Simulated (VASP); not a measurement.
Set up this calculation in VASP 6.6.1, as the native input.

* Task: single point
* Functional: r2SCAN
* Potentials or basis: VASP PAW PBE potentials, release 64 (Ba_sv, Ti_sv, O)
* Cutoff: 520 eV
* k mesh: 6 × 6 × 6
* Occupations: gaussian, width 0.02 eV
* Spin: no spin polarisation
* Hubbard terms: Ti d U = 4.0 eV
* Dipole correction: no
* Further INCAR settings: ALGO = Normal; EDIFF = 1e-06; NBANDS = 28

Crystal: BaTiO3.

```
Ba Ti O
1.0
     2.96452    1.71400    2.42363
    -2.96452    1.71400    2.42363
     0.00000   -3.17500    2.24544
Ba Ti O
1 1 3
Direct
  0.00931 0.00931 0.99422
  0.52530 0.52530 0.49424
  0.49305 0.96622 0.49422
  0.47723 0.47723 0.99421
  0.96622 0.49305 0.49422
```

This cell differs from its parent crystal: biaxial strain in the a-b plane: +4.5 %, then relaxed in part.

One way to write it, as run:

POSCAR

```
BaTiO3
1.0
    2.9645160655      1.7140030903      2.4236334988
   -2.9645160655      1.7140030903      2.4236334988
    0.0000000000     -3.1749996336      2.2454436996
Ba Ti O
1 1 3
Direct
    0.0093058398      0.0093058398     -0.0057795020
    0.5252950619      0.5252950619      0.4942356669
    0.4930481880      0.9662236372      0.4942169397
    0.4772282729      0.4772282729      0.9942109557
    0.9662236372      0.4930481880      0.4942169397
```

INCAR.step1

```
SYSTEM = BaTiO3
ALGO     = Normal         ! electronic algorithm
EDIFF    = 1E-4           ! SCF threshold, eV
ENCUT    = 520            ! plane-wave cutoff, eV
GGA      = PE             ! functional
ISMEAR   = 0              ! smearing method
LASPH    = .TRUE.         ! aspherical terms in the spheres
LCHARG   = .FALSE.        ! write CHGCAR
LDAU     = .TRUE.         ! DFT+U
LDAUJ    = 0 0 0        
LDAUL    = -1 2 -1        ! shell
LDAUTYPE = 2            
LDAUU    = 0 4 0          ! U, eV
LMAXMIX  = 4              ! l up to which the mixer works
LREAL    = .FALSE.        ! projectors in reciprocal space
LWAVE    = .TRUE.         ! write WAVECAR
NBANDS   = 28             ! bands
NELM     = 150            ! most SCF steps
PREC     = Accurate       ! precision mode
SIGMA    = 0.02           ! smearing width, eV
```

INCAR.step2

```
SYSTEM = BaTiO3
ALGO     = Normal         ! electronic algorithm
EDIFF    = 1E-6           ! SCF threshold, eV
ENCUT    = 520            ! plane-wave cutoff, eV
ISIF     = 2              ! what is computed and relaxed
ISMEAR   = 0              ! smearing method
ISTART   = 1            
LASPH    = .TRUE.         ! aspherical terms in the spheres
LCHARG   = .TRUE.         ! write CHGCAR
LDAU     = .TRUE.         ! DFT+U
LDAUJ    = 0 0 0        
LDAUL    = -1 2 -1        ! shell
LDAUPRINT= 1            
LDAUTYPE = 2            
LDAUU    = 0 4 0          ! U, eV
LELF     = .TRUE.         ! ELF
LMAXMIX  = 4              ! l up to which the mixer works
LMIXTAU  = .TRUE.       
LREAL    = .FALSE.        ! projectors in reciprocal space
LVHAR    = .TRUE.       
LWAVE    = .FALSE.        ! write WAVECAR
METAGGA  = R2SCAN         ! meta-GGA
NBANDS   = 28             ! bands
NELM     = 150            ! most SCF steps
PREC     = Accurate       ! precision mode
SIGMA    = 0.02           ! smearing width, eV
```

KPOINTS

```
k-points
0
G
  6 6 6
  0 0 0
```

Potentials or basis: VASP PAW PBE potentials, release 64 (Ba_sv, Ti_sv, O).

The run is started by

```bash
$ cat potpaw_PBE.64/Ba_sv/POTCAR potpaw_PBE.64/Ti_sv/POTCAR potpaw_PBE.64/O/POTCAR > POTCAR
$ cp INCAR.step1 INCAR
$ mpirun -np 1 vasp_std > vasp.out
$ cp INCAR.step2 INCAR
$ mpirun -np 1 vasp_std > vasp.out
```

It gave:

| Item | Value |
| --- | --- |
| Pressure | 0.3 GPa |
| Largest force | 0.831 eV/Å |
| Band gap on the k mesh | 3.32 eV (least direct gap 3.90 eV) |

Caveat: the cell differs from its parent crystal (biaxial strain in the a-b plane: +4.5 %, then relaxed in part); the PAW data sets were made with another functional, which shifts forces and pressure a little; spin-orbit coupling is left out, which moves the levels of the heavy elements.

Run time: 6.6 min on 1 thread of AMD EPYC 9R45 96-Core Processor (Zen 5), on a shared host, peak memory 0.3 GiB.
